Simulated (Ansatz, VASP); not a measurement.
## Two plane-wave programs on Rh

File POSCAR:

```
Rh
1.0
    0.0000000000      1.8899900488      1.8899900488
    1.8899900488      0.0000000000      1.8899900488
    1.8899900488      1.8899900488      0.0000000000
Rh
1
Direct
    0.0000000000      0.0000000000      0.0000000000
```

INCAR.step1

```
SYSTEM = Rh
PREC = Accurate ; ENCUT = 580
ISMEAR = 0 ; SIGMA = 0.1
LREAL = .FALSE. ; LASPH = .TRUE.
NELM = 120 ; NBANDS = 14
GGA = PE ; ALGO = Normal
EDIFF = 1E-5 ; LWAVE = .TRUE.
LCHARG = .FALSE. ; GGA_COMPAT = .FALSE.
```

The input INCAR.step2:

```
SYSTEM = Rh
PREC = Accurate ; ENCUT = 580
EDIFF = 1E-6 ; ISMEAR = 0
SIGMA = 0.1 ; LREAL = .FALSE.
LASPH = .TRUE. ; NELM = 120
ALGO = Normal ; ISIF = 2
LWAVE = .FALSE. ; LCHARG = .TRUE.
METAGGA = R2SCAN ; LMIXTAU = .TRUE.
LELF = .TRUE. ; LVHAR = .TRUE.
NBANDS = 14 ; ISTART = 1
GGA_COMPAT = .FALSE.
```

KPOINTS

```
Automatic mesh
0
G
  18 18 18
  0 0 0
```

Input for Ansatz:

```yaml
crystal:
  lattice:
    - [0.0, 1.8899900488, 1.8899900488]
    - [1.8899900488, 0.0, 1.8899900488]
    - [1.8899900488, 1.8899900488, 0.0]
  atoms:
    - { symbol: Rh, position: [0.0, 0.0, 0.0] }
basis:
  ecutwfc: 500
kpoints:
  mp_grid: { grid: [18, 18, 18] }
  band_path:
    path:
      - [0.0, 0.0, 0.0]
      - [0.5, 0.0, 0.5]
      - [0.625, 0.25, 0.625]
      - [0.375, 0.375, 0.75]
      - [0.5, 0.5, 0.5]
      - [0.5, 0.25, 0.75]
    npoints: 1
hamiltonian:
  xc: r2scan
scf:
  occupations: { method: gaussian, width: 0.1 }
  n_extra_bands: 4
output:
  forces: true
  stress: true
  eigenvalues: true
```

Alike in both runs: task single point; functional r2SCAN; k mesh 18 × 18 × 18; occupations gaussian, width 0.1 eV; no spin polarisation.

|  | VASP | Ansatz |
| --- | --- | --- |
| version | VASP 6.6.1 | Ansatz 0.2.0 |
| potentials or method | VASP PAW PBE potentials, release 64 (Rh_sv_GW), cutoff 580 eV | scalar-relativistic, plane waves, PAW |
| valence electrons in the cell | 17 | 17 |

|  | VASP | Ansatz | Ansatz less VASP |
| --- | --- | --- | --- |
| gap on the k mesh at the Fermi level (eV) | none | none | - |
| pressure (GPa) | 3.0 | 4.6 | +1.64 |

VASP's potentials were made for PBE, not for r2SCAN. A gap of «none» marks a metal or a gap that the smearing closes.
